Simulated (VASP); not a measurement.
# Te (P-1) in VASP: a series of runs

The runs below take Te through electric field gradients, with PBE.

Program: VASP 6.6.1. These are calculated values, not measurements. Logs are shortened: lines on timing, memory, paths and dates and some standing lists are left out, and cuts for length are marked.

## 1. The cell of the first run

The typed cell holds 3 atoms: a = 4.915 Å, b = 4.792 Å, c = 3.964 Å, α = 93.99°, β = 92.30°, γ = 58.49°.

## 2. Electric field gradients, PBE (equal xy, yz and zx shear strains of -3 %)

Contents of INCAR:

```
ALGO     = Normal         # electronic algorithm
EDIFF    = 1E-8           # SCF threshold, eV
ENCUT    = 520            # plane-wave cutoff, eV
GGA      = PE             # functional
ISIF     = 2              # what is computed and relaxed
ISMEAR   = -1             # smearing method
LASPH    = T              # aspherical terms in the spheres
LCHARG   = F              # write CHGCAR
LEFG     = T            
LREAL    = F              # projectors in reciprocal space
LWAVE    = F              # write WAVECAR
NBANDS   = 16             # bands
NELM     = 60             # most SCF steps
PREC     = Accurate       # precision mode
SIGMA    = 0.05           # smearing width, eV
```

Contents of KPOINTS:

```
k-points
0
Gamma
  8 8 8
```

Contents of POSCAR:

```
Te
1.0
    4.2696680000     -2.4347115000     -0.0279435000
    4.1985320000      2.3076885000     -0.0990795000
   -0.1898102500     -0.0574035000      3.9593067500
Te
3
Direct
    0.6760000000      0.6760000000      0.6750000000
    0.3240000000      0.3240000000      0.3250000000
    0.0000000000      0.0000000000      0.0000000000
```

Potentials or basis: VASP PAW PBE potentials, release 64 (Te).

On the command line:

```sh
$ cat potpaw_PBE.64/Te/POTCAR > POTCAR
$ mpirun -np 1 vasp_std > vasp.out
```

OUTCAR:

```text
EDIFF = 1E-8
   ENCUT = 520
   GGA = PE
   ISIF = 2
   ISMEAR = -1
   LASPH = T
   LREAL = F
   NELM = 60
   PREC = Accurate

 ion  position               nearest neighbor table
   1  0.676  0.676  0.675-   3 2.96   2 3.05   2 3.06   3 3.12   3 3.13   2 3.21   2 3.59
   2  0.324  0.324  0.325-   3 2.96   1 3.05   1 3.06   3 3.12   3 3.13   1 3.21   1 3.59
   3  0.000  0.000  0.000-   1 2.96   2 2.96   1 3.12   2 3.12   1 3.13   2 3.13

  LATTYP: Found a triclinic cell.
 ALAT       =     4.9151465652
 B/A-ratio  =     1.8822287099
 C/A-ratio  =     0.9749380630
 COS(alpha) =     0.0075905326
 COS(beta)  =     0.5226699201
 COS(gamma) =     0.7746607624

  Lattice vectors:

 A1 = (  -4.2696680000,   2.4347115000,   0.0279435000)
 A2 = (  -4.1509937500,   7.2345150000,  -4.0024992500)
 A3 = (  -4.1985320000,  -2.3076885000,   0.0990795000)

Analysis of symmetry for initial positions (statically):
=====================================================================
 Subroutine PRICEL returns:
 Original cell was already a primitive cell.

 Routine SETGRP: Setting up the symmetry group for a
 triclinic supercell.

 Subroutine GETGRP returns: Found  2 space group operations
 (whereof  2 operations were pure point group operations)
 out of a pool of  2 trial point group operations.

The static configuration has the point symmetry S_2 .

Analysis of symmetry for dynamics (positions and initial velocities):
=====================================================================
 Subroutine PRICEL returns:
 Original cell was already a primitive cell.

 Routine SETGRP: Setting up the symmetry group for a
 triclinic supercell.

 Subroutine GETGRP returns: Found  2 space group operations
 (whereof  2 operations were pure point group operations)
 out of a pool of  2 trial point group operations.

The dynamic configuration has the point symmetry S_2 .

 Subroutine INISYM returns: Found  2 space group operations
 (whereof  2 operations are pure point group operations),
 and found     1 'primitive' translations

----------------------------------------------------------------------------------------

                                     Primitive cell

  volume of cell :      79.4086

  direct lattice vectors                    reciprocal lattice vectors
     4.269668000 -2.434711500 -0.027943500     0.114989540 -0.209101640  0.002480997
     4.198532000  2.307688500 -0.099079500     0.121414720  0.212818511  0.008906177
    -0.189810250 -0.057403500  3.959306750     0.003849896  0.003849896  0.252809850

  length of vectors
     4.915146565  4.791963472  3.964269546     0.238646696  0.245178655  0.252868471

  position of ions in fractional coordinates (direct lattice)
     0.676000000  0.676000000  0.675000000
     0.324000000  0.324000000  0.325000000
     0.000000000  0.000000000  0.000000000

  ion indices of the primitive-cell ions
   primitive index   ion index
                 1           1
                 2           2
                 3           3

----------------------------------------------------------------------------------------

 KPOINTS: k-points

Automatic generation of k-mesh.
 Grid dimensions read from file:
 generate k-points for:    8    8    8

 Generating k-lattice:

  Cartesian coordinates                     Fractional coordinates (reciprocal lattice)
     0.014373693 -0.026137705  0.000310125     0.125000000  0.000000000  0.000000000
     0.015176840  0.026602314  0.001113272     0.000000000  0.125000000 -0.000000000
     0.000481237  0.000481237  0.031601231    -0.000000000 -0.000000000  0.125000000

  Length of vectors
     0.029830837  0.030647332  0.031608559

  Shift w.r.t. Gamma in fractional coordinates (k-lattice)
     0.000000000  0.000000000  0.000000000

 Subroutine IBZKPT returns following result:
 ===========================================

 Found    260 irreducible k-points:

 Following reciprocal coordinates:
            Coordinates               Weight
  0.000000  0.000000  0.000000      1.000000
  0.125000 -0.000000  0.000000      2.000000
  0.250000 -0.000000  0.000000      2.000000
  0.375000 -0.000000  0.000000      2.000000
  0.500000 -0.000000  0.000000      1.000000
  0.000000  0.125000  0.000000      2.000000
[... 16 lines left out ...]
  0.125000  0.375000  0.000000      2.000000
  0.250000  0.375000  0.000000      2.000000
 [... further k-points ...]
   k-points           NKPTS =    260   k-points in BZ     NKDIM =    260   number of bands    NBANDS=     16
   number of dos      NEDOS =    301   number of ions     NIONS =      3
   total plane-waves  NPLWV =  43200
   dimension x,y,z NGX =    40 NGY =   36 NGZ =   30
   dimension x,y,z NGXF=    80 NGYF=   72 NGZF=   60
   ions per type =               3
   NGX,Y,Z   is equivalent  to a cutoff of  13.53, 12.49, 12.58 a.u.
   NGXF,Y,Z  is equivalent  to a cutoff of  27.06, 24.98, 25.16 a.u.
 SYSTEM =  unknown system
   PREC   = accura    normal or accurate (medium, high low for compatibility)
   ISTART =      0    job   : 0-new  1-cont  2-samecut
   ICHARG =      2    charge: 1-file 2-atom 10-const
   ISPIN  =      1    spin polarized calculation?
   LNONCOLLINEAR =      F non collinear calculations
   LSORBIT =      F    spin-orbit coupling
   LASPH  =      T    aspherical Exc in radial PAW
   ENCUT  =  520.0 eV  38.22 Ry    6.18 a.u.   9.14  8.91  7.37*2*pi/ulx,y,z
   NELM   =     60;   NELMIN=  2; NELMDL= -5     # of ELM steps
   EDIFF  = 0.1E-07   stopping-criterion for ELM
   LREAL  =      F    real-space projection
   EDIFFG = 0.1E-06   stopping-criterion for IOM
   NSW    =      0    number of steps for IOM
   IBRION =     -1    ionic relax: 0-MD 1-quasi-New 2-CG
   NFREE  =      0    steps in history (QN), initial steepest desc. (CG)
   ISIF   =      2    stress and relaxation
   ISYM   =      2    0-nonsym 1-usesym 2-fastsym
   POTIM  = 0.5000    time-step for ionic-motion
   TEBEG  =    0.0;   TEEND  =   0.0 temperature during run
   PSTRESS=    0.0 pullay stress
   NELECT =      18.0000    total number of electrons
   NUPDOWN=      -1.0000    fix difference up-down
   EMIN   =  10.00;   EMAX   =-10.00  energy-range for DOS
   EFERMI =   0.00;   METHOD = LEGACY
   ISMEAR =    -1;   SIGMA  =   0.05  broadening in eV -4-tet -1-fermi 0-gaus
   EFERMI_NEDOS =   21; number of points for ismear=-14 and -15
   IALGO  =     38    algorithm
   IMIX   =      4    mixing-type and parameters
     AMIX     =   0.40;   BMIX     =  1.00
     AMIX_MAG =   1.60;   BMIX_MAG =  1.00
  volume/ion in A,a.u.               =      26.47       178.63
  Fermi-wavevector in a.u.,A,eV,Ry     =   0.998182  1.886291 13.556405  0.996368
  Thomas-Fermi vector in A             =   2.130388
   LORBIT       =      0    0 simple, 1 ext, 2 COOP (PROOUT), +10 PAW based schemes
   GGA     = PE    functional components
   LHFCALC =     F    Hartree Fock is set to
   AEXX    =    0.0000 exact exchange contribution
   IVDW    =     0    specifies the selected vdW correction
   LEPSILON=     F    determine dielectric tensor
   LRPA    =     F    only Hartree local field effects (RPA)
 non-spin polarized calculation
  energy-cutoff  :      520.00
  volume of cell :       79.41
 maximum number of plane-waves:      2158
 NGX is ok and might be reduce to    40
   NGX = 19   NGY = 17   NGZ = 15

 number of electron      18.0000000 magnetization

 Free energy of the ion-electron system (eV)
  ---------------------------------------------------
  ext. energy  EPLUGINS =         0.00000000
  ---------------------------------------------------
  free energy    TOTEN  =        -8.70657856 eV

  energy without entropy =       -8.69149006  energy(sigma->0) =       -8.69903431

 E-fermi :   9.0201     XC(G=0): -10.3314

 val. band max:        9.0194975798   @ k =  -0.1250   0.0000   0.1250
 cond. band min:       9.0240233551   @ k =   0.2500  -0.0000   0.3750
 fundamental gap:      0.0045257753
 Fermi energy:         9.0200622244

 k-point     1 :       0.0000    0.0000    0.0000
  band No.  band energies     occupation
      1      -5.8089      2.00000
      2      -0.5634      2.00000
      3      -0.4940      2.00000
      4       4.2390      2.00000
      5       4.6063      2.00000
      6       5.0443      2.00000
[... 8 lines left out ...]
     15      15.9661      0.00000
     16      16.3348      0.00000

 k-point     2 :       0.1250   -0.0000    0.0000
  band No.  band energies     occupation
      1      -5.6840      2.00000
      2      -0.8946      2.00000
      3      -0.6147      2.00000
      4       3.7658      2.00000
      5       4.2613      2.00000
      6       5.4498      2.00000
[... 8 lines left out ...]
     15      16.1645      0.00000
     16      16.4492      0.00000

 k-point     3 :       0.2500   -0.0000    0.0000
  band No.  band energies     occupation
      1      -5.3119      2.00000
      2      -1.7682      2.00000
      3      -0.8481      2.00000
      4       3.2327      2.00000
      5       4.4285      2.00000
      6       5.9677      2.00000
[... 8 lines left out ...]
     15      15.9346      0.00000
     16      17.2086      0.00000

 k-point     4 :       0.3750   -0.0000    0.0000
  band No.  band energies     occupation
      1      -4.7042      2.00000
      2      -2.8338      2.00000
      3      -1.0331      2.00000
      4       2.8556      2.00000
      5       5.2405      2.00000
      6       6.1739      2.00000
[... 8 lines left out ...]
     15      15.7693      0.00000
     16      16.0743      0.00000
[... 324 lines left out ...]
 k-point    22 :       0.0000    0.3750    0.0000
  band No.  band energies     occupation
      1      -4.6500      2.00000
      2      -2.7066      2.00000
      3      -1.2466      2.00000
      4       2.6659      2.00000
      5       5.1287      2.00000
      6       6.5513      2.00000
[... 8 lines left out ...]
     15      15.4032      0.00000
     16      15.9793      0.00000

 k-point    23 :       0.1250    0.3750    0.0000
  band No.  band energies     occupation
      1      -4.9085      2.00000
      2      -2.1080      2.00000
      3      -1.5258      2.00000
      4       3.3011      2.00000
      5       4.4730      2.00000
      6       6.4808      2.00000
[... 8 lines left out ...]
     15      16.0440      0.00000
     16      16.5090      0.00000

 k-point    24 :       0.2500    0.3750    0.0000
  band No.  band energies     occupation
      1      -4.9280      2.00000
      2      -2.1963      2.00000
      3      -1.4402      2.00000
      4       3.5471      2.00000
      5       4.3802      2.00000
      6       5.9929      2.00000
[... 8 lines left out ...]
     15      16.0234      0.00000
     16      16.2404      0.00000

 [... further k-points ...]

------------------------ aborting loop because EDIFF is reached ----------------------------------------

  FORCE on cell =-STRESS in cart. coord.  units (eV):
  Direction    XX          YY          ZZ          XY          YZ          ZX
  --------------------------------------------------------------------------------------
  -------------------------------------------------------------------------------------
  Total        4.9545149      4.1256697      5.0350757      0.2505901      0.3516873      1.1550008
  in kB       99.9641200     83.2410341    101.5895451      5.0559973      7.0957730     23.3037227
  external PRESSURE =      94.9315664 kB  Pullay stress =       0.0000000 kB

 VOLUME and BASIS-vectors are now :
 -----------------------------------------------------------------------------
  energy-cutoff  :      520.00
  volume of cell :       79.41
      direct lattice vectors                 reciprocal lattice vectors
     4.269668000 -2.434711500 -0.027943500     0.114989540 -0.209101640  0.002480997
     4.198532000  2.307688500 -0.099079500     0.121414720  0.212818511  0.008906177
    -0.189810250 -0.057403500  3.959306750     0.003849896  0.003849896  0.252809850

 POSITION                                       TOTAL-FORCE (eV/Angst)
 -----------------------------------------------------------------------------------
      5.59638     -0.12461      2.58666        -0.498568      0.004287     -0.240696
      2.68201     -0.05981      1.24562         0.498568     -0.004287      0.240696
      0.00000      0.00000      0.00000         0.000000      0.000000      0.000000
 -----------------------------------------------------------------------------------
    total drift:                               -0.000000     -0.000000     -0.000000

  FREE ENERGIE OF THE ION-ELECTRON SYSTEM (eV)
  ---------------------------------------------------
  free  energy   TOTEN  =        -8.7065785582 eV

  energy  without entropy=       -8.6914900572  energy(sigma->0) =       -8.69903431

 Electric field gradients (V/A^2)
---------------------------------------------------------------------
 ion       V_xx      V_yy      V_zz      V_xy      V_xz      V_yz
---------------------------------------------------------------------
   1     109.423   157.323  -266.746   -11.697   -45.665    -6.013
   2     109.423   157.323  -266.746   -11.697   -45.665    -6.013
   3     251.721    52.056  -303.778   -11.029    74.016   -12.642
---------------------------------------------------------------------

 Electric field gradients after diagonalization (V/A^2)
 (convention: |V_zz| > |V_xx| > |V_yy|)
----------------------------------------------------------------------
 ion       V_xx      V_yy      V_zz     asymmetry (V_yy - V_xx)/ V_zz
----------------------------------------------------------------------
   1     160.078   112.259  -272.337       0.176
   2     160.078   112.259  -272.337       0.176
   3     262.168    51.640  -313.808       0.671
----------------------------------------------------------------------

           NMR quadrupolar parameters

 Cq : quadrupolar parameter    Cq=e*Q*V_zz/h
 eta: asymmetry parameters     (V_yy - V_xx)/ V_zz
 Q  : nuclear electric quadrupole moment in mb (millibarn)
----------------------------------------------------------------------
 ion       Cq(MHz)       eta       Q (mb)
----------------------------------------------------------------------
   1      -0.659       0.176       1.000
   2      -0.659       0.176       1.000
   3      -0.759       0.671       1.000
----------------------------------------------------------------------
```

It took 1.8 min on 1 thread of Intel Xeon 6975P-C (Granite Rapids), shared host; peak memory 0.39 GiB.

What came out:

```yaml
Free_energy: -8.7066 eV
Pressure: 9.5 GPa
Largest_force: 0.554 eV/Å
Band_gap_on_the_k_mesh: zero (bands 9 and 10 overlap by 3.36 eV)
Largest_electric_field_gradient_by_atom: Te -272.3, -313.8 (each value once) V/Å²
```

Forces on the atoms (eV/Å):
```
Te  -0.499  0.004 -0.241
Te   0.499 -0.004  0.241
Te   0.000  0.000  0.000
```

Electric field gradients, principal values (V/Å²):
```tsv
atom	least	middle	greatest (by size)
1 Te	112.259	160.078	-272.337
2 Te	112.259	160.078	-272.337
3 Te	51.640	262.168	-313.808
```

Caveat: the cell differs from its parent crystal (equal xy, yz and zx shear strains of -3 %); the cell stands under pressure; without QUAD_EFG the Cq values of the log hold for a quadrupole moment of 1 mb, not for the nuclei; spin-orbit coupling is left out, which moves the levels of the heavy elements.

(Continued in part 2 of 2.)
